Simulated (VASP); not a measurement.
Runs of VASP 6.6.1 on HfH2. The structure is that of space group I4/mmm (No. 139), or close to it. The cells are those of the table. 

| cell | gap on the mesh (eV) | pressure (GPa) |
| --- | --- | --- |
| a = 3.259 Å, angles 116.1, 116.1, 96.9°, 3 atoms | none | -2.2 |
| a = 3.314 Å, angles 116.1, 116.1, 96.9°, 3 atoms | none | (c) |
| a = 3.173 Å, angles 116.1, 116.1, 96.9°, 3 atoms | none | (b) |
| a = 3.202 Å, angles 116.1, 116.1, 96.9°, 3 atoms | none | (a) |
| a = 3.367 Å, angles 116.1, 116.1, 96.9°, 3 atoms | none | -14.5 |
| a = 3.231 Å, angles 116.1, 116.1, 96.9°, 3 atoms | none | 2.0 |
| a = 3.287 Å, angles 116.1, 116.1, 96.9°, 3 atoms | none | -5.9 |
| a = 3.393 Å, angles 116.1, 116.1, 96.9°, 3 atoms | none | -16.8 |

Alike in all rows: task single point; level r2SCAN+D3(BJ); potentials or basis VASP PAW PBE potentials, release 64 (Hf_pv, H); no spin polarisation; k mesh 12 × 12 × 12; cutoff (eV) 520; smearing gaussian 0.05 eV.

Fill in the values left out.

(a) 6.8; (b) 12.2; (c) -9.1.

Caveats: three body term missing; the PAW data sets were made with another functional, which shifts forces and pressure a little; spin-orbit coupling is left out, which moves the levels of the heavy elements; the cell stands under tension (at least some runs); the cell stands under pressure (at least some runs).

A k mesh can miss the band edges, and the runs leave out spin-orbit coupling on Hf.

A gap of «none» marks levels without a gap at the run's occupations.
